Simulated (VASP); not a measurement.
# Fe (Im-3m) in VASP: a series of runs, part 2 of 2

VASP 6.6.1.

### Step 4. Single point, r2SCAN, collinear spin, ferromagnetic start

POSCAR reads:

```
Fe
1.0
   -1.4640000000      1.4640000000      1.4640000000
    1.4640000000     -1.4640000000      1.4640000000
    1.4640000000      1.4640000000     -1.4640000000
Fe
1
Direct
    0.0000000000      0.0000000000      0.0000000000
```

INCAR.step1 reads:

```
PREC = Accurate ; ENCUT = 520
ISMEAR = -1 ; SIGMA = 0.1
LREAL = False ; LASPH = True
NELM = 150 ; ISPIN = 2
MAGMOM = 1.23 ; NUPDOWN = 1.23
LMAXMIX = 4 ; NBANDS = 14
GGA = PE ; ALGO = Normal
EDIFF = 1E-4 ; LWAVE = True
LCHARG = False
```

INCAR.step2 reads:

```
PREC = Accurate ; ENCUT = 520
EDIFF = 1E-7 ; ISMEAR = -1
SIGMA = 0.1 ; LREAL = False
LASPH = True ; NELM = 150
ALGO = Normal ; ISIF = 2
LWAVE = False ; LCHARG = True
ISPIN = 2 ; MAGMOM = 1.23
LORBIT = 11 ; NUPDOWN = 1.23
LMAXMIX = 4 ; METAGGA = R2SCAN
LMIXTAU = True ; LELF = True
LVHAR = True ; NBANDS = 14
ISTART = 1
```

KPOINTS reads:

```
regular mesh
0
Gamma
  14 14 14
```

Potentials or basis: VASP PAW PBE potentials, release 64 (Fe).

Command:

```
$ cat potpaw_PBE.64/Fe/POTCAR > POTCAR
$ cp INCAR.step1 INCAR
$ mpirun -np 1 vasp_std > vasp.out
$ cp INCAR.step2 INCAR
$ mpirun -np 1 vasp_std > vasp.out
```

OUTCAR:

```text
PREC = Accurate
   ENCUT = 520
   EDIFF = 1E-7
   ISMEAR = -1
   LREAL = False
   LASPH = True
   NELM = 150
   ISIF = 2
   ISPIN = 2
   LORBIT = 11
   NUPDOWN = 1.23
   METAGGA = R2SCAN
   ISTART = 1

 ion  position               nearest neighbor table
   1  0.000  0.000  0.000-

  LATTYP: Found a body centered cubic cell.
 ALAT       =     2.9280000000

  Lattice vectors:

 A1 = (  -1.4640000000,   1.4640000000,   1.4640000000)
 A2 = (   1.4640000000,  -1.4640000000,   1.4640000000)
 A3 = (   1.4640000000,   1.4640000000,  -1.4640000000)

Analysis of symmetry for initial positions (statically):
=====================================================================
 Subroutine PRICEL returns:
 Original cell was already a primitive cell.

 Routine SETGRP: Setting up the symmetry group for a
 body centered cubic supercell.

 Subroutine GETGRP returns: Found 48 space group operations
 (whereof 48 operations were pure point group operations)
 out of a pool of 48 trial point group operations.

The static configuration has the point symmetry O_h .
[... 595 lines left out ...]
      1      -3.8552      1.00000
      2       3.7839      1.00000
      3       3.7841      1.00000
      4       3.7841      1.00000
      5       6.8045      0.00000
      6       6.8047      0.00000
      7      29.5711      0.00000
      8      29.5711      0.00000
      9      29.5711      0.00000
     10      34.8669      0.00000
     11      34.8673      0.00000
     12      36.5725      0.00000
     13      36.5726      0.00000
     14      36.5733      0.00000
[... 379 lines left out ...]
      3       3.0848      1.00000
      4       6.3659      0.00010
      5       6.5226      0.00002
      6      10.8183      0.00000
      7      12.5530      0.00000
      8      14.8072      0.00000
      9      23.8071      0.00000
     10      32.2269      0.00000
     11      33.8187      0.00000
     12      40.9816      0.00000
     13      44.1443      0.00000
     14      48.0700      0.00000

 [... further k-points ...]
[... 5 lines left out ...]
  --------------------------------------------------------------------------------------
  -------------------------------------------------------------------------------------
  Total       -2.2796791     -2.2796791     -2.2796791      0.0000000      0.0000000     -0.0000000
  in kB     -291.0054212   -291.0054212   -291.0054212      0.0000000      0.0000000     -0.0000000
  external PRESSURE =    -291.0054212 kB  Pullay stress =       0.0000000 kB

 VOLUME and BASIS-vectors are now :
 -----------------------------------------------------------------------------
  energy-cutoff  :      520.00
  volume of cell :       12.55
      direct lattice vectors                 reciprocal lattice vectors
    -1.464000000  1.464000000  1.464000000     0.000000000  0.341530055  0.341530055
     1.464000000 -1.464000000  1.464000000     0.341530055  0.000000000  0.341530055
     1.464000000  1.464000000 -1.464000000     0.341530055  0.341530055  0.000000000

 POSITION                                       TOTAL-FORCE (eV/Angst)
 -----------------------------------------------------------------------------------
      0.00000      0.00000      0.00000        -0.000000      0.000000     -0.000000
 -----------------------------------------------------------------------------------
    total drift:                                0.000000     -0.000000      0.000000

  FREE ENERGIE OF THE ION-ELECTRON SYSTEM (eV)
  ---------------------------------------------------
  free  energy   TOTEN  =       -13.6525264915 eV

  energy  without entropy=      -13.6059804109  energy(sigma->0) =      -13.62925345

 total charge

# of ion       s       p       d       tot
------------------------------------------
    1        0.448   0.476   6.164   7.088

 magnetization (x)

# of ion       s       p       d       tot
------------------------------------------
    1       -0.011  -0.095   1.412   1.306
```

OSZICAR.step1:

```text
N       E                     dE             d eps       ncg     rms          rms(c)
DAV:   1     0.214047272283E+02    0.21405E+02   -0.37918E+03  6262   0.666E+02
DAV:   2    -0.824474445424E+01   -0.29649E+02   -0.27625E+02  6430   0.126E+02
DAV:   3    -0.919985131461E+01   -0.95511E+00   -0.94165E+00  6942   0.233E+01
DAV:   4    -0.920334385850E+01   -0.34925E-02   -0.34917E-02  6916   0.129E+00
DAV:   5    -0.920336251285E+01   -0.18654E-04   -0.18655E-04  6852   0.965E-02    0.105E+01
DAV:   6    -0.810318197485E+01    0.11002E+01   -0.13981E+01  7114   0.415E+01    0.508E+00
DAV:   7    -0.790837007062E+01    0.19481E+00   -0.14345E+00  7216   0.125E+01    0.227E+00
DAV:   8    -0.790018607539E+01    0.81840E-02   -0.11815E-02  6994   0.743E-01    0.790E-01
DAV:   9    -0.789478316911E+01    0.54029E-02   -0.54509E-03  8202   0.455E-01    0.242E-01
DAV:  10    -0.789407087415E+01    0.71229E-03   -0.56947E-04  6820   0.163E-01    0.573E-02
DAV:  11    -0.789408184733E+01   -0.10973E-04   -0.14878E-05  3200   0.406E-02
   1 F= -.78940818E+01 E0= -.78602936E+01  d E =-.675765E-01  mag=     1.2300
```

Run time: 85 s. Hardware: 1 thread of AMD EPYC 9R45 (Zen 5), shared host; peak memory 0.12 GiB.

What came out:

```
Free energy                                           : -13.6525 eV
Pressure                                              : -29.1 GPa
Net moment                                            : 1.23 μB per cell
Site moments                                          : Fe +1.31 μB
Valence electrons inside the program's atomic spheres : Fe 7.09
```

Caveat: the PAW data sets were made with another functional, which shifts forces and pressure a little; the total moment is fixed, so each spin has its own Fermi level.

### Step 5. Single point, r2SCAN, collinear spin, ferromagnetic start

POSCAR is that of step 4.

INCAR.step1, as its differences from that of step 4:

```diff
@@ -4,3 +4,3 @@
 NELM = 150 ; ISPIN = 2
-MAGMOM = 1.23 ; NUPDOWN = 1.23
+MAGMOM = 2.46 ; NUPDOWN = 2.46
 LMAXMIX = 4 ; NBANDS = 14
```

INCAR.step2 reads:

```
PREC = Accurate ; ENCUT = 520
EDIFF = 1E-6 ; ISMEAR = -1
SIGMA = 0.1 ; LREAL = False
LASPH = True ; NELM = 150
ALGO = Normal ; ISIF = 2
LWAVE = False ; LCHARG = True
ISPIN = 2 ; MAGMOM = 2.46
LORBIT = 11 ; NUPDOWN = 2.46
LMAXMIX = 4 ; METAGGA = R2SCAN
LMIXTAU = True ; LELF = True
LVHAR = True ; NBANDS = 14
ISTART = 1
```

KPOINTS is that of step 4.

Command:

```
$ cat potpaw_PBE.64/Fe/POTCAR > POTCAR
$ cp INCAR.step1 INCAR
$ mpirun -np 1 vasp_std > vasp.out
$ cp INCAR.step2 INCAR
$ mpirun -np 1 vasp_std > vasp.out
```

Run time: 77 s. Hardware: 1 thread of AMD EPYC 9R45 (Zen 5), shared host; peak memory 0.12 GiB.

Results (log left out):

```
Free energy                                           : -14.2933 eV
Pressure                                              : -15.9 GPa
Net moment                                            : 2.46 μB per cell
Site moments                                          : Fe +2.56 μB
Valence electrons inside the program's atomic spheres : Fe 7.08
```

Caveat: the PAW data sets were made with another functional, which shifts forces and pressure a little; the total moment is fixed, so each spin has its own Fermi level.

### Step 6. Single point, r2SCAN, collinear spin, ferromagnetic start

POSCAR is that of step 5.

INCAR.step1 reads:

```
SYSTEM = Fe
ALGO = Normal
EDIFF = 1E-4
ENCUT = 520
GGA = PE
ISMEAR = -1
ISPIN = 2
LASPH = .True.
LCHARG = .False.
LMAXMIX = 4
LREAL = .False.
LWAVE = .True.
MAGMOM = 3.7
NBANDS = 14
NELM = 150
NUPDOWN = 3.7
PREC = Accurate
SIGMA = 0.1
```

INCAR.step2 reads:

```
SYSTEM = Fe
ALGO = Normal
EDIFF = 1E-7
ENCUT = 520
ISIF = 2
ISMEAR = -1
ISPIN = 2
ISTART = 1
LASPH = .True.
LCHARG = .False.
LMAXMIX = 4
LMIXTAU = .True.
LORBIT = 11
LREAL = .False.
LWAVE = .False.
MAGMOM = 3.7
METAGGA = R2SCAN
NBANDS = 14
NELM = 150
NUPDOWN = 3.7
PREC = Accurate
SIGMA = 0.1
```

KPOINTS reads:

```
k-points
0
Gamma
  14 14 14
  0 0 0
```

Potentials or basis: VASP PAW PBE potentials, release 64 (Fe).

Command:

```
$ cat potpaw_PBE.64/Fe/POTCAR > POTCAR
$ cp INCAR.step1 INCAR
$ mpirun -np 1 vasp_std > vasp.out
$ cp INCAR.step2 INCAR
$ mpirun -np 1 vasp_std > vasp.out
```

Run time: 2.4 min. Hardware: 1 thread of AMD EPYC 9R45 (Zen 5), shared host; peak memory 0.12 GiB.

Results (log left out):

```
Free energy                                           : -13.5070 eV
Pressure                                              : 20.1 GPa
Net moment                                            : 3.70 μB per cell
Site moments                                          : Fe +3.62 μB
Valence electrons inside the program's atomic spheres : Fe 7.04
```

Caveat: the PAW data sets were made with another functional, which shifts forces and pressure a little; the total moment is fixed, so each spin has its own Fermi level.

### Step 7. Summary

```csv
spin,fixed moment (μB),pressure (GPa),moment (μB)
"collinear, zero start",0.0,-37.5,0.00
"collinear, ferromagnetic start",-,-9.3,2.74
"collinear, ferromagnetic start",1.23,-29.1,1.23
"collinear, ferromagnetic start",2.46,-15.9,2.46
"collinear, ferromagnetic start",3.7,20.1,3.70
```

Alike in all rows: task single point; level r2SCAN; potentials or basis VASP PAW PBE potentials, release 64 (Fe); cell as given; k mesh 14 × 14 × 14; cutoff (eV) 520; smearing fermi-dirac 0.1 eV.

Caveats: the PAW data sets were made with another functional, which shifts forces and pressure a little; the total moment is fixed, so each spin has its own Fermi level (some runs).

Total energies depend on the potentials used, so only differences within one code and one set of settings carry meaning.
